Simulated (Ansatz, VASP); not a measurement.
# Two plane-wave programs on MgO

INCAR

```
PREC = Accurate ; ENCUT = 520
EDIFF = 1E-6 ; ISMEAR = 0
SIGMA = 0.05 ; LREAL = F
LASPH = T ; NELM = 100
ALGO = Normal ; ISIF = 2
LWAVE = F ; LCHARG = F
GGA = PS ; NBANDS = 16
```

KPOINTS

```
Automatic mesh
0
Gamma
  9 9 6
```

The input POSCAR:

```
MgO
1.0
    3.4947663883      0.0000000000      0.0000000000
   -1.7473831942      3.0265564725      0.0000000000
    0.0000000000      0.0000000000      4.1248000000
Mg O
2 2
Direct
    0.6666666667      0.3333333333      0.7500000000
    0.3333333333      0.6666666667      0.2500000000
    0.6666666667      0.3333333333      0.2500000000
    0.3333333333      0.6666666667      0.7500000000
```

Input for Ansatz:

```yaml
crystal:
  lattice:
    - [3.4947663883, 0.0, 0.0]
    - [-1.7473831942, 3.0265564725, 0.0]
    - [0.0, 0.0, 4.1248]
  atoms:
    - { symbol: Mg, position: [0.6666666667, 0.3333333333, 0.75] }
    - { symbol: Mg, position: [0.3333333333, 0.6666666667, 0.25] }
    - { symbol: O, position: [0.6666666667, 0.3333333333, 0.25] }
    - { symbol: O, position: [0.3333333333, 0.6666666667, 0.75] }
basis:
  ecutwfc: 520.0
kpoints:
  mp_grid: { grid: [9, 9, 6] }
hamiltonian:
  xc: pbesol
  pseudopotentials: { kind: paw, azcp: { folder: soft_1 } }
scf:
  occupations: { method: gaussian, width: 0.05 }
output:
  forces: true
  stress: true
  eigenvalues: true
  write_density: true
  write_potential: true
  elf: true
  volumetric_format: npy
```

Alike in both runs: task single point; functional PBEsol; k mesh 9 × 9 × 6; occupations gaussian, width 0.05 eV; no spin polarisation.

```csv
,VASP,Ansatz
version,VASP 6.6.1,Ansatz 0.2.0
potentials or method,"VASP PAW PBE potentials, release 64 (Mg, O), cutoff 520 eV","scalar-relativistic, plane waves, PAW"
valence electrons in the cell,16,32
```

VASP gave:

| Property | Result |
| --- | --- |
| gap on the k mesh at the Fermi level (eV) | 3.37 |
| least direct gap on the mesh (eV) | 3.37 |
| pressure (GPa) | 2.0 |
| traceless stress, the component that is largest in VASP (GPa) | 2.28 |

**Question.** Which values does Ansatz return?

**Answer.** gap on the k mesh at the Fermi level (eV): 3.38; least direct gap on the mesh (eV): 3.38; pressure (GPa): 2.4; traceless stress, the component that is largest in VASP (GPa): 2.35.

VASP's potentials were made for PBE, not for PBEsol, and Ansatz warns of the same on its side. VASP's potentials hold 16 valence electrons a cell and Ansatz's 32, so a difference there can come from the potentials and not from the codes.
